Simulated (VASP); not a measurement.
# ZnS (F-43m) in VASP: a series of runs, part 2 of 2

VASP 6.6.1.

## (4) Single point, LDA

This run uses another cell than the first one, of 16.20 Å³/atom.

Contents of INCAR:

```
SYSTEM = ZnS
PREC     = Accurate       ! precision mode
ENCUT    = 520            ! plane-wave cutoff, eV
EDIFF    = 1E-6           ! SCF threshold, eV
ISMEAR   = 0              ! smearing method
SIGMA    = 0.01           ! smearing width, eV
LREAL    = .FALSE.        ! projectors in reciprocal space
LASPH    = .TRUE.         ! aspherical terms in the spheres
NELM     = 80             ! most SCF steps
ALGO     = Normal         ! electronic algorithm
ISIF     = 2              ! what is computed and relaxed
LWAVE    = .FALSE.        ! write WAVECAR
LCHARG   = .FALSE.        ! write CHGCAR
NBANDS   = 16             ! bands
```

Contents of KPOINTS:

```
regular mesh
0
G
  10 10 10
  0 0 0
```

Contents of POSCAR:

```
ZnS
1.0
    0.0000000000      2.5304772033      2.5304772033
    2.5304772033      0.0000000000      2.5304772033
    2.5304772033      2.5304772033      0.0000000000
Zn S
1 1
Direct
    0.0000000000      0.0000000000      0.0000000000
    0.7500000000      0.7500000000      0.7500000000
```

Potentials or basis: VASP PAW LDA potentials, release 64 (Zn, S).

Started as:

```sh
$ cat potpaw_LDA.64/Zn/POTCAR potpaw_LDA.64/S/POTCAR > POTCAR
$ mpirun -np 1 vasp_std > vasp.out
```

OUTCAR:

```text
SYSTEM = ZnS
   PREC = Accurate
   ENCUT = 520
   EDIFF = 1E-6
   ISMEAR = 0
   LREAL = .FALSE.
   LASPH = .TRUE.
   NELM = 80
   ISIF = 2

 ion  position               nearest neighbor table
   1  0.000  0.000  0.000-   2 2.19   2 2.19   2 2.19   2 2.19
   2  0.750  0.750  0.750-   1 2.19   1 2.19   1 2.19   1 2.19

  LATTYP: Found a face centered cubic cell.
 ALAT       =     5.0609544066

  Lattice vectors:

 A1 = (   0.0000000000,   2.5304772033,   2.5304772033)
 A2 = (   2.5304772033,   0.0000000000,   2.5304772033)
 A3 = (   2.5304772033,   2.5304772033,   0.0000000000)

Analysis of symmetry for initial positions (statically):
=====================================================================
 Subroutine PRICEL returns:
 Original cell was already a primitive cell.

 Routine SETGRP: Setting up the symmetry group for a
 face centered cubic supercell.

 Subroutine GETGRP returns: Found 24 space group operations
 (whereof 24 operations were pure point group operations)
 out of a pool of 48 trial point group operations.

The static configuration has the point symmetry T_d .

Analysis of symmetry for dynamics (positions and initial velocities):
=====================================================================
 Subroutine PRICEL returns:
 Original cell was already a primitive cell.

 Routine SETGRP: Setting up the symmetry group for a
 face centered cubic supercell.

 Subroutine GETGRP returns: Found 24 space group operations
 (whereof 24 operations were pure point group operations)
 out of a pool of 48 trial point group operations.

The dynamic configuration has the point symmetry T_d .

 Subroutine INISYM returns: Found 24 space group operations
 (whereof 24 operations are pure point group operations),
 and found     1 'primitive' translations

----------------------------------------------------------------------------------------

                                     Primitive cell

  volume of cell :      32.4069

[... 109 lines left out ...]
  volume/ion in A,a.u.               =      16.20       109.35
  Fermi-wavevector in a.u.,A,eV,Ry     =   1.345715  2.543033 24.639472  1.810950
  Thomas-Fermi vector in A             =   2.473606
   LORBIT       =      0    0 simple, 1 ext, 2 COOP (PROOUT), +10 PAW based schemes
   GGA     = CA    functional components
   LHFCALC =     F    Hartree Fock is set to
   AEXX    =    0.0000 exact exchange contribution
   IVDW    =     0    specifies the selected vdW correction
   LEPSILON=     F    determine dielectric tensor
   LRPA    =     F    only Hartree local field effects (RPA)
 non-spin polarized calculation
 Gauss-broadening in eV      SIGMA  =   0.01
  energy-cutoff  :      520.00
  volume of cell :       32.41
 maximum number of plane-waves:       893
   NGX = 13   NGY = 13   NGZ = 13

 number of electron      18.0000013 magnetization

 Free energy of the ion-electron system (eV)
  ---------------------------------------------------
  ext. energy  EPLUGINS =         0.00000000
  ---------------------------------------------------
  free energy    TOTEN  =        -7.98768052 eV

  energy without entropy =       -7.98768052  energy(sigma->0) =       -7.98768052

 E-fermi :   4.0768     XC(G=0): -10.9684

 val. band max:        4.0171308878   @ k =   0.0000   0.0000   0.0000
 cond. band min:       6.7215807514   @ k =   0.5000   0.5000   0.0000
 fundamental gap:      2.7044498636
 Fermi energy:         4.0768368197

 k-point     1 :       0.0000    0.0000    0.0000
  band No.  band energies     occupation
      1     -10.6773      2.00000
      2      -3.4930      2.00000
      3      -3.4930      2.00000
      4      -3.4930      2.00000
      5      -2.7581      2.00000
      6      -2.7581      2.00000
[... 433 lines left out ...]
      3      -3.1374      2.00000
      4      -3.1339      2.00000
      5      -2.7546      2.00000
      6      -2.6641      2.00000
[... 8 lines left out ...]
     15      17.7577      0.00000
     16      21.1013      0.00000

 [... further k-points ...]

------------------------ aborting loop because EDIFF is reached ----------------------------------------

  FORCE on cell =-STRESS in cart. coord.  units (eV):
  Direction    XX          YY          ZZ          XY          YZ          ZX
  --------------------------------------------------------------------------------------
  -------------------------------------------------------------------------------------
  Total        3.3233656      3.3233656      3.3233656      0.0000000     -0.0000000      0.0000000
  in kB      164.3052408    164.3052408    164.3052408      0.0000000     -0.0000000      0.0000000
  external PRESSURE =     164.3052408 kB  Pullay stress =       0.0000000 kB

 VOLUME and BASIS-vectors are now :
 -----------------------------------------------------------------------------
  energy-cutoff  :      520.00
  volume of cell :       32.41
      direct lattice vectors                 reciprocal lattice vectors
     0.000000000  2.530477203  2.530477203    -0.197591189  0.197591189  0.197591189
     2.530477203  0.000000000  2.530477203     0.197591189 -0.197591189  0.197591189
     2.530477203  2.530477203  0.000000000     0.197591189  0.197591189 -0.197591189

 POSITION                                       TOTAL-FORCE (eV/Angst)
 -----------------------------------------------------------------------------------
      0.00000      0.00000      0.00000         0.000000      0.000000      0.000000
      3.79572      3.79572      3.79572        -0.000000     -0.000000     -0.000000
 -----------------------------------------------------------------------------------
    total drift:                               -0.000001     -0.000001     -0.000002

  FREE ENERGIE OF THE ION-ELECTRON SYSTEM (eV)
  ---------------------------------------------------
  free  energy   TOTEN  =        -7.9876805215 eV

  energy  without entropy=       -7.9876805215  energy(sigma->0) =       -7.98768052
```

stdout:

```text
POSCAR found type information on POSCAR ZnS
 POSCAR found :  2 types and       2 ions
 scaLAPACK will be used
 LDA part: xc-table for (Slater(with rela. corr.)+CA(PZ))
 , standard interpolation
 POSCAR, INCAR and KPOINTS ok, starting setup
 FFT: planning ... GRIDC
 FFT: planning ... GRID_SOFT
 FFT: planning ... GRID
 WAVECAR not read
 entering main loop
```

Wall time 20 s (1 thread of Intel Xeon 8259CL, shared host); peak memory 0.15 GiB.

Results:

```
Free energy            : -7.9877 eV
Pressure               : 16.4 GPa
Band gap on the k mesh : 2.70 eV (least direct gap 2.81 eV)
```

Levels at points of the mesh, in eV from the valence-band top:
```tsv
k point	band 6	band 7	band 8	band 9	band 10	band 11	band 12	band 13
(0.00, 0.00, 0.00)	-6.78	0.00	0.00	0.00	2.81	6.04	6.04	6.04
(0.50, 0.00, 0.00)	-6.73	-6.43	-1.20	-1.20	3.47	6.61	6.61	9.26
(0.50, 0.50, 0.00)	-6.48	-5.51	-3.06	-3.06	2.70	3.74	12.30	13.15
```

Caveat: the cell stands under pressure. A k mesh can miss the band edges.

## (5) Single point, LDA

This run uses another cell than the first one, of 18.57 Å³/atom.

Contents of INCAR:

```
SYSTEM = ZnS
  PREC = Accurate
  ENCUT = 520
  EDIFF = 1E-6
  ISMEAR = 0
  SIGMA = 0.02
  LREAL = .False.
  LASPH = .True.
  NELM = 80
  ALGO = Normal
  ISIF = 2
  LWAVE = .False.
  LCHARG = .False.
  NBANDS = 16
```

Contents of KPOINTS:

```
regular mesh
0
Gamma
  10 10 10
  0 0 0
```

Contents of POSCAR:

```
ZnS
1.0
    0.0000000000      2.6483447010      2.6483447010
    2.6483447010      0.0000000000      2.6483447010
    2.6483447010      2.6483447010      0.0000000000
Zn S
1 1
Direct
    0.0000000000      0.0000000000      0.0000000000
    0.7500000000      0.7500000000      0.7500000000
```

Started as:

```sh
$ cat potpaw_LDA.64/Zn/POTCAR potpaw_LDA.64/S/POTCAR > POTCAR
$ mpirun -np 1 vasp_std > vasp.out
```

It took 26 s on 1 thread of Intel Xeon 8259CL, shared host; peak memory 0.15 GiB.

The run converged. Its results:

```
Free energy            : -8.2079 eV
Pressure               : 0.2 GPa
Band gap on the k mesh : 2.16 eV
```

Levels at points of the mesh, in eV from the valence-band top:
| k point | band 7 | band 8 | band 9 | band 10 | band 11 | band 12 |
| --- | --- | --- | --- | --- | --- | --- |
| (0.00, 0.00, 0.00) | 0.00 | 0.00 | 0.00 | 2.16 | 6.21 | 6.21 |
| (0.50, 0.00, 0.00) | -5.78 | -0.97 | -0.97 | 3.23 | 6.76 | 6.76 |
| (0.50, 0.50, 0.00) | -4.91 | -2.47 | -2.47 | 3.06 | 3.89 | 11.16 |

## (6) Single point, LDA

This run uses another cell than the first one, of 18.57 Å³/atom.

Contents of INCAR:

```
SYSTEM = ZnS
  PREC = Accurate
  ENCUT = 520
  EDIFF = 1E-6
  ISMEAR = 0
  SIGMA = 0.01
  LREAL = .FALSE.
  LASPH = .TRUE.
  NELM = 80
  ALGO = Normal
  ISIF = 2
  LWAVE = .FALSE.
  LCHARG = .FALSE.
  GGA = CA
  NBANDS = 16
```

Contents of KPOINTS:

```
Automatic mesh
0
G
  10 10 10
  0 0 0
```

POSCAR is that of step 5.

Potentials or basis: VASP PAW LDA potentials, release 64 (Zn, S).

Started as:

```sh
$ cat potpaw_LDA.64/Zn/POTCAR potpaw_LDA.64/S/POTCAR > POTCAR
$ mpirun -np 1 vasp_std > vasp.out
```

It took 30 s on 1 thread of Intel Xeon 8259CL, shared host; peak memory 0.15 GiB.

It converged, with:

```yaml
Free_energy: -8.2079 eV
Pressure: 0.2 GPa
Band_gap_on_the_k_mesh: 2.16 eV
```

Levels at points of the mesh, in eV from the valence-band top:
```csv
k point,band 5,band 6,band 7,band 8,band 9,band 10,band 11,band 12,band 13,band 14
"(0.00, 0.00, 0.00)",-6.20,-6.20,0.00,0.00,0.00,2.16,6.21,6.21,6.21,11.83
"(0.50, 0.00, 0.00)",-6.17,-5.98,-5.78,-0.97,-0.97,3.23,6.76,6.76,8.85,12.15
"(0.50, 0.50, 0.00)",-6.12,-5.96,-4.91,-2.47,-2.47,3.06,3.89,11.16,12.20,12.20
```

## (7) Overview

```tsv
task	cell	cutoff (eV)	smearing	gap on the mesh (eV)	pressure (GPa)
single point	a = 3.435 Å, angles 60.0°, 2 atoms	520	gaussian 0.01 eV	2.33	40.6
relaxation of cell and atoms	relaxed to 40 GPa from a = 3.745 Å, angles 60.0°, 2 atoms	600	gaussian 0.01 eV	2.34	40.0
single point	a = 3.579 Å, angles 60.0°, 2 atoms	520	gaussian 0.01 eV	2.70	16.4
single point	a = 3.745 Å, angles 60.0°, 2 atoms	520	gaussian 0.02 eV	2.16	0.2
single point	a = 3.745 Å, angles 60.0°, 2 atoms	520	gaussian 0.01 eV	2.16	0.2
```

Alike in all rows: level LDA; potentials or basis VASP PAW LDA potentials, release 64 (Zn, S); no spin polarisation; k mesh 10 × 10 × 10.

Caveats: the cell stands under pressure (at least some runs); the cell is relaxed towards a set pressure, so the run minimises the enthalpy, not the energy (at least some runs); the volume moved by over 15 % at a fixed basis, so the end points are rough (at least some runs).

Absolute energies hang on the potentials; compare differences alone.

## (8) Against experiment

Step 5. A measured gap of ZnS is 3.85 eV (direct; 19 K; quoted in “Electronic, vibrational, and thermodynamic properties of ZnS (zincblende and rocksalt structure)”, 2009, arxiv:0911.5022); the calculated 2.16 eV misses it by -1.69 eV. The value is that of LDA, without temperature or zero-point motion. Semilocal functionals fall short of measured gaps as a rule.
